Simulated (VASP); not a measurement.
Set up this calculation in VASP 6.6.1, as the native input.

* Task: single point
* Functional: PBE
* Potentials or basis: VASP PAW PBE potentials, release 64 (V_sv)
* Cutoff: 520 eV
* k mesh: 18 × 18 × 18
* Occupations: gaussian, width 0.1 eV
* Spin: no spin polarisation
* Dipole correction: no
* Further INCAR settings: ALGO = Normal; EDIFF = 1e-07; NBANDS = 12

The structure of V lies in POSCAR:

```
V
1.0
    0.0000000000      1.8286725595      1.8286725595
    1.8286725595      0.0000000000      1.8286725595
    1.8286725595      1.8286725595      0.0000000000
V
1
Direct
    0.0000000000      0.0000000000      0.0000000000
```

This cell differs from its parent crystal: volume scaled by 0.88.

The input as run:

INCAR

```
  ALGO = Normal
  EDIFF = 1E-7
  ENCUT = 520
  GGA = PE
  ISIF = 2
  ISMEAR = 0
  LASPH = True
  LCHARG = False
  LREAL = False
  LWAVE = False
  NBANDS = 12
  NELM = 100
  PREC = Accurate
  SIGMA = 0.1
```

KPOINTS

```
k-points
0
Gamma
  18 18 18
```

Potentials or basis: VASP PAW PBE potentials, release 64 (V_sv).

Run with:

```bash
$ cat potpaw_PBE.64/V_sv/POTCAR > POTCAR
$ mpirun -np 1 vasp_std > vasp.out
```

It gave:

```json
{
  "Pressure": "29.1 GPa"
}
```

It took 15 s on 1 thread of Intel Xeon 6975P-C (shared host), peak memory 0.15 GiB.
